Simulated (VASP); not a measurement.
Write the native input for VASP 6.6.1 that does the following.

```
Task                   : single point
Functional             : r2SCAN
Potentials or basis    : VASP PAW PBE potentials, release 64 (K_sv, Ir)
Cutoff                 : 520 eV
k mesh                 : 6 × 6 × 6
Occupations            : gaussian, width 0.1 eV
Spin                   : no spin polarisation
Dipole correction      : no
Further INCAR settings : ALGO = Normal; EDIFF = 1e-06; NBANDS = 20
```

The system is K2Ir.

```
K Ir
1.0
    -2.04263    2.04263    5.01082
     2.04263   -2.04263    5.01082
     2.04263    2.04263   -5.01082
K Ir
2 1
Direct
  0.66500 0.66500 0.00000
  0.33500 0.33500 0.00000
  0.00000 0.00000 0.00000
```

The input as run:

POSCAR

```
K2Ir
1.0
   -2.0426261033      2.0426261033      5.0108171597
    2.0426261033     -2.0426261033      5.0108171597
    2.0426261033      2.0426261033     -5.0108171597
K Ir
2 1
Direct
    0.6650000000      0.6650000000      0.0000000000
    0.3350000000      0.3350000000      0.0000000000
    0.0000000000      0.0000000000      0.0000000000
```

INCAR.step1

```
SYSTEM = K2Ir
PREC = Accurate ; ENCUT = 520
ISMEAR = 0 ; SIGMA = 0.1
LREAL = .FALSE. ; LASPH = .TRUE.
NELM = 60 ; NBANDS = 20
GGA = PE ; ALGO = Normal
EDIFF = 1E-4 ; LWAVE = .TRUE.
LCHARG = .FALSE.
```

INCAR.step2

```
SYSTEM = K2Ir
PREC = Accurate ; ENCUT = 520
EDIFF = 1E-6 ; ISMEAR = 0
SIGMA = 0.1 ; LREAL = .FALSE.
LASPH = .TRUE. ; NELM = 60
ALGO = Normal ; ISIF = 2
LWAVE = .FALSE. ; LCHARG = .TRUE.
METAGGA = R2SCAN ; LMIXTAU = .TRUE.
LELF = .TRUE. ; LVHAR = .TRUE.
NBANDS = 20 ; ISTART = 1
```

KPOINTS

```
regular mesh
0
G
  6 6 6
  0 0 0
```

Potentials or basis: VASP PAW PBE potentials, release 64 (K_sv, Ir).

Command:

```console
$ cat potpaw_PBE.64/K_sv/POTCAR potpaw_PBE.64/Ir/POTCAR > POTCAR
$ cp INCAR.step1 INCAR
$ mpirun -np 1 vasp_std > vasp.out
$ cp INCAR.step2 INCAR
$ mpirun -np 1 vasp_std > vasp.out
```

It gave:

```yaml
Pressure: 0.1 GPa
Largest_force: 0.365 eV/Å
```

Caveat: the k points lie up to 0.36 Å⁻¹ apart; the PAW data sets were made with another functional, which shifts forces and pressure a little.

Wall time 4.8 min on 1 thread of AMD EPYC 9R45 96-Core Processor (Zen 5), on a shared host, peak memory 0.35 GiB.
